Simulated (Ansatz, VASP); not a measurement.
**One calculation of GaGe, two programs**

```
Ge Ga
1.0
     0.00000    2.89784    2.89784
     2.89784    0.00000    2.89784
     2.89784    2.89784    0.00000
Ge Ga
1 1
Direct
  0.00000 0.00000 0.00000
  0.25000 0.25000 0.25000
```

Alike in both runs: task single point; functional PBE-based screened hybrid with a share of 0.1 of exact exchange and HFSCREEN = 0.2078699; k mesh 5 × 5 × 5; occupations fermi-dirac, width 0.05 eV; no spin polarisation.

```csv
,VASP,Ansatz
version,VASP 6.6.1,Ansatz 0.2.0
potentials or method,"VASP PAW PBE potentials, release 64 (Ge_d, Ga_d)",Ansatz PAW
plane-wave cutoff (eV),520,420
valence electrons in the cell,27,27
```

Ansatz gave:

```
gap on the k mesh at the Fermi level (eV) : none
pressure (GPa)                            : -0.7
```

Problem. What did VASP give for the same quantities?

Solution. gap on the k mesh at the Fermi level (eV): none; pressure (GPa): -0.6.

VASP's potentials were made for PBE, not for PBE-based screened hybrid. A gap of «none» marks a metal or a gap that the smearing closes.

The k mesh is coarse, so the values compare programs but aren't converged.
